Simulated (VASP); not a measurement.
Write the native input for VASP 6.6.1 that does the following.

```
Task                   : single point
Functional             : PBE
Potentials or basis    : VASP PAW PBE potentials, release 64 (Ni, O)
Cutoff                 : 520 eV
k mesh                 : 10 × 10 × 10
Occupations            : gaussian, width 0.05 eV
Spin                   : collinear spin, antiferromagnetic start
Starting moments       : [1.52, -1.52, 0.0, 0.0] μB
Dipole correction      : no
Further INCAR settings : ALGO = Normal; EDIFF = 1e-06; NBANDS = 28
```

The structure of NiO lies in POSCAR:

```
NiO
1.0
   -2.1097795946     -2.1097795946      4.2381188730
   -4.2381188730     -2.1097795946      2.1097795946
   -2.1097795946     -4.2381188730      2.1097795946
Ni O
2 2
Direct
    0.0000000000      0.0000000000      0.0000000000
    0.5000000000      0.5000000000      0.5000000000
    1.2499992777     -0.7500007223     -0.7500007223
    1.7500007223     -0.2499992777     -0.2499992777
```

One way to write it, as run:

INCAR

```
SYSTEM = NiO
PREC = Accurate ; ENCUT = 520
EDIFF = 1E-6 ; ISMEAR = 0
SIGMA = 0.05 ; LREAL = .FALSE.
LASPH = .TRUE. ; NELM = 150
ALGO = Normal ; ISIF = 2
LWAVE = .FALSE. ; LCHARG = .TRUE.
ISPIN = 2 ; MAGMOM = 1.52 -1.52 0 0
LORBIT = 11 ; LMAXMIX = 4
GGA = PE ; LELF = .TRUE.
LVHAR = .TRUE. ; NBANDS = 28
```

KPOINTS

```
regular mesh
0
G
  10 10 10
  0 0 0
```

Potentials or basis: VASP PAW PBE potentials, release 64 (Ni, O).

Run with:

```console
$ cat potpaw_PBE.64/Ni/POTCAR potpaw_PBE.64/O/POTCAR > POTCAR
$ mpirun -np 1 vasp_std > vasp.out
```

It gave:

```json
{"Pressure": "-7.2 GPa", "Band gap on the k mesh": "0.92 eV", "Net moment": "0.00 μB per cell", "Site moments": "Ni +1.37, -1.37; O +0.00 μB", "Valence electrons inside the program's atomic spheres": "Ni 8.91; O 4.95"}
```

Caveat: the cell stands under tension.

Wall time 7.3 min on 1 thread of Intel(R) Xeon(R) Platinum 8488C (Sapphire Rapids), on a shared host, peak memory 0.4 GiB.
